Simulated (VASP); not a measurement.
Write the native input for VASP 6.6.1 that does the following.

* Task: single point
* Functional: r2SCAN
* Potentials or basis: VASP PAW PBE potentials, release 64 (Pb_d, O)
* Cutoff: 520 eV
* k mesh: 12 × 12 × 12
* Occupations: gaussian, width 0.1 eV
* Spin: no spin polarisation
* Dipole correction: no
* Further INCAR settings: ALGO = Normal; EDIFF = 1e-06; NBANDS = 35

The system is PbO2.

```
Pb O
1.0
    -2.11391    2.11391    5.37178
     2.11391   -2.11391    5.37178
     2.11391    2.11391   -5.37178
Pb O
2 4
Direct
  0.00000 0.00000 0.00000
  0.75000 0.25000 0.50000
  0.79796 0.79796 0.00000
  0.20204 0.20204 0.00000
  0.95204 0.45204 0.50000
  0.54796 0.04796 0.50000
```

These files were run (other wordings do the same):

POSCAR

```
PbO2
1.0
   -2.1139076714      2.1139076714      5.3717754171
    2.1139076714     -2.1139076714      5.3717754171
    2.1139076714      2.1139076714     -5.3717754171
Pb O
2 4
Direct
    0.0000000000      0.0000000000      0.0000000000
    0.7500000000      0.2500000000      0.5000000000
    0.7979587237      0.7979587237      0.0000000000
    0.2020412763      0.2020412763      0.0000000000
    0.9520412763      0.4520412763      0.5000000000
    0.5479587237      0.0479587237      0.5000000000
```

INCAR.step1

```
SYSTEM = PbO2
PREC = Accurate
ENCUT = 520
ISMEAR = 0
SIGMA = 0.1
LREAL = .False.
LASPH = .True.
NELM = 100
NBANDS = 35
GGA = PE
ALGO = Normal
EDIFF = 1E-4
LWAVE = .True.
LCHARG = .False.
```

INCAR.step2

```
SYSTEM = PbO2
PREC = Accurate
ENCUT = 520
EDIFF = 1E-6
ISMEAR = 0
SIGMA = 0.1
LREAL = .False.
LASPH = .True.
NELM = 100
ALGO = Normal
ISIF = 2
LWAVE = .False.
LCHARG = .False.
METAGGA = R2SCAN
LMIXTAU = .True.
NBANDS = 35
ISTART = 1
```

KPOINTS

```
Automatic mesh
0
Gamma
  12 12 12
  0 0 0
```

Potentials or basis: VASP PAW PBE potentials, release 64 (Pb_d, O).

The run is started by

```sh
$ cat potpaw_PBE.64/Pb_d/POTCAR potpaw_PBE.64/O/POTCAR > POTCAR
$ cp INCAR.step1 INCAR
$ mpirun -np 1 vasp_std > vasp.out
$ cp INCAR.step2 INCAR
$ mpirun -np 1 vasp_std > vasp.out
```

Results of the run:

```
Pressure               : 0.9 GPa
Largest force          : 0.043 eV/Å
Band gap on the k mesh : 0.17 eV (least direct gap 0.55 eV)
```

Caveat: the PAW data sets were made with another functional, which shifts forces and pressure a little; spin-orbit coupling is left out, which moves the levels of the heavy elements.

Run time: 72 min on 1 thread of Oxide Virtual Turin-like Processor (shared host), peak memory 0.61 GiB.
